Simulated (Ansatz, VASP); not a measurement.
**One calculation of SnO2, two programs**

```
CELL_PARAMETERS angstrom
4.76872 0.00000 0.00000
0.00000 4.76872 0.00000
0.00000 0.00000 3.21137
ATOMIC_POSITIONS crystal
Sn 0.00000 0.00000 0.00000
Sn 0.50000 0.50000 0.50000
O 0.24718 0.36542 0.00000
O 0.25282 0.86542 0.50000
O 0.75282 0.63458 0.00000
O 0.74718 0.13458 0.50000
```

Change from the starting cell: mode 4 frozen in at -0.399 Å, equal normal strain along x, y and z +0.0000.

Alike in both runs: task single point; functional PBEsol; k mesh 6 × 6 × 8; occupations gaussian, width 0.05 eV; no spin polarisation.

```csv
,VASP,Ansatz
version,VASP 6.6.1,Ansatz 0.2.0
potentials or method,"VASP PAW PBE potentials, release 64 (Sn_d, O), cutoff 520 eV","scalar-relativistic, plane waves, PAW"
valence electrons in the cell,52,52
```

```csv
,VASP,Ansatz,Ansatz less VASP
gap on the k mesh at the Fermi level (eV),1.12,1.13,+0.009
least direct gap on the mesh (eV),1.19,1.20,+0.006
pressure (GPa),-5.3,-5.9,-0.64
"traceless stress, the component that is largest in VASP (GPa)",1.58,1.73,+0.150
rms of the force components (eV/Å),0.391,0.400,+0.0093
```

VASP's potentials were made for PBE, not for PBEsol, and Ansatz warns of the same on its side. Atom by atom the forces differ by 0.010 eV/Å (rms over components). The functional is the same, so the differences come from potentials, cutoffs and numerics.
